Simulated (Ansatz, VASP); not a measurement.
HfO2: VASP beside Ansatz

```xyz
12
Lattice="-2.5575 -2.5575 0.0000 2.5575 -2.5575 0.0000 -0.8527 0.0000 10.2300" Properties=species:S:1:pos:R:3 pbc="T T T"
Hf    0.0000    0.0000    9.5906
Hf    0.0000   -2.5575    1.9181
Hf    0.0000    0.0000    4.4756
Hf    0.0000   -2.5575    7.0331
O    -1.2788   -1.2788    0.6394
O     1.2788   -1.2788    3.1969
O    -1.2787   -1.2787    5.7544
O     1.2788   -1.2788    8.3119
O    -1.2788   -1.2788    3.1969
O     1.2787   -1.2787    5.7544
O    -1.2788   -1.2788    8.3119
O     1.2788   -1.2788    0.6394
```

Alike in both runs: task single point; functional PBE; k mesh 6 × 6 × 3; occupations gaussian, width 0.05 eV; no spin polarisation.

```csv
,VASP,Ansatz
version,VASP 6.6.1,Ansatz 0.2.0
potentials or method,"VASP PAW PBE potentials, release 64 (Hf_pv, O), cutoff 600 eV","scalar-relativistic, plane waves, PAW"
valence electrons in the cell,88,152
```

```tsv
	VASP	Ansatz	Ansatz less VASP
gap on the k mesh at the Fermi level (eV)	3.06	3.05	0.000
least direct gap on the mesh (eV)	3.28	3.29	+0.013
pressure (GPa)	2.1	5.7	+3.61
traceless stress, the component that is largest in VASP (GPa)	5.87	5.96	+0.083
rms of the force components (eV/Å)	1.629	1.641	+0.0120
```

Atom by atom the forces differ by 0.027 eV/Å (rms over components). With one functional, cell and mesh, what is left measures potentials, basis and numerics. VASP's potentials hold 88 valence electrons a cell and Ansatz's 152, so a difference there can come from the potentials and not from the codes.

Neither program's run includes spin-orbit coupling.
